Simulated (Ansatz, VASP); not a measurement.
**Two plane-wave programs on ErH3O3**

File INCAR:

```
  ALGO = Normal
  EDIFF = 1E-6
  ENCUT = 520
  GGA = PE
  ISIF = 2
  ISMEAR = 0
  ISPIN = 2
  LASPH = True
  LCHARG = True
  LELF = True
  LMAXMIX = 6
  LORBIT = 11
  LREAL = False
  LVHAR = True
  LWAVE = False
  MAGMOM = 3 0 0 0 0 0 0
  NBANDS = 34
  NELM = 150
  PREC = Accurate
  SIGMA = 0.01
```

The input KPOINTS:

```
k-points
0
Gamma
  1 1 1
```

The input POSCAR:

```
ErH3O3
1.0
   13.5000000000      0.0000000000      0.0000000000
    0.0000000000     14.1900000000      0.0000000000
    0.0000000000      0.0000000000      9.0400000000
Er O H
1 3 3
Direct
    0.4443259300      0.5000211400      0.4977876100
    0.5948044400      0.5000204400      0.5003152700
    0.3690866700      0.6240028200      0.5003152700
    0.3690866700      0.3760394600      0.5003152700
    0.6663103700      0.5000204400      0.5025022100
    0.3333340700      0.6829175500      0.5025022100
    0.3333333300      0.3171247400      0.5025022100
```

Input for Ansatz:

```yaml
crystal:
  lattice:
    - [13.5, 0.0, 0.0]
    - [0.0, 14.19, 0.0]
    - [0.0, 0.0, 9.04]
  atoms:
    - { symbol: Er, position: [0.44432593, 0.50002114, 0.49778761], spin: 3.0 }
    - { symbol: O, position: [0.59480444, 0.50002044, 0.50031527] }
    - { symbol: H, position: [0.66631037, 0.50002044, 0.50250221] }
    - { symbol: O, position: [0.36908667, 0.62400282, 0.50031527] }
    - { symbol: H, position: [0.33333407, 0.68291755, 0.50250221] }
    - { symbol: O, position: [0.36908667, 0.37603946, 0.50031527] }
    - { symbol: H, position: [0.33333333, 0.31712474, 0.50250221] }
basis:
  ecutwfc: 420
  ecutrho_ratio: 4
kpoints:
  mp_grid: { grid: [1, 1, 1] }
hamiltonian:
  xc: pbe
scf:
  occupations: { method: gaussian, width: 0.01 }
output:
  forces: true
  eigenvalues: true
  populations: true
  hubbard: { sites: [{ species: Er, l: f }] }
magnetization:
  spin_polarized: true
```

Alike in both runs: task single point; functional PBE; k mesh 1 × 1 × 1; occupations gaussian, width 0.01 eV; collinear spin.

|  | VASP | Ansatz |
| --- | --- | --- |
| version | VASP 6.6.1 | Ansatz 0.2.0 |
| potentials or method | VASP PAW PBE potentials, release 64 (Er, O, H), cutoff 520 eV | scalar-relativistic, plane waves, PAW |
| valence electrons in the cell | 43 | 43 |

|  | VASP | Ansatz | Ansatz less VASP |
| --- | --- | --- | --- |
| gap on the k mesh at the Fermi level (eV) | 1.12 | 1.14 | +0.025 |
| rms of the force components (eV/Å) | 0.069 | 0.087 | +0.0176 |
| net moment per atom (μB) | 0.43 | 0.43 | 0.000 |
| size of the moment on the site where the two differ most (μB) | 0.04 | 0.02 | -0.028 |

Site moments also hang on the region over which each program counts them. With one functional, cell and mesh, what is left measures potentials, basis and numerics. Ansatz's warnings: structure snapped to symmetry, symmetry narrowed by open shell.

Spin-orbit coupling is off throughout. Noted on VASP's run: the magnetic or orbital state may not be the lowest.
